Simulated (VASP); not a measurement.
Input of a VASP 6.6.1 run:

File INCAR:

```
PREC     = Accurate       # precision mode
ENCUT    = 520            # plane-wave cutoff, eV
EDIFF    = 1E-6           # SCF threshold, eV
ISMEAR   = 1              # smearing method
SIGMA    = 0.1            # smearing width, eV
LREAL    = False          # projectors in reciprocal space
LASPH    = True           # aspherical terms in the spheres
NELM     = 80             # most SCF steps
ALGO     = Normal         # electronic algorithm
ISIF     = 2              # what is computed and relaxed
LWAVE    = False          # write WAVECAR
LCHARG   = False          # write CHGCAR
GGA      = PE             # functional
NBANDS   = 15             # bands
```

File KPOINTS:

```
Automatic mesh
0
Gamma
  11 11 11
```

POSCAR

```
TiC
1.0
    0.0000000000      2.1448076170      2.1448076170
    2.1448076170      0.0000000000      2.1448076170
    2.1448076170      2.1448076170      0.0000000000
Ti C
1 1
Direct
    0.0000000000      0.0000000000      0.0000000000
    0.5000000000      0.5000000000      0.5000000000
```

Potentials or basis: VASP PAW PBE potentials, release 64 (Ti_sv, C).

Run with:

```bash
$ cat potpaw_PBE.64/Ti_sv/POTCAR potpaw_PBE.64/C/POTCAR > POTCAR
$ mpirun -np 1 vasp_std > vasp.out
```

Question: Predict the pressure.

Answer: 8.3 GPa.

Question: Predict the band gap on the k mesh.

Answer: Zero (band 8 reaches 10.46 eV, above the bottom of band 9 at 9.34 eV).
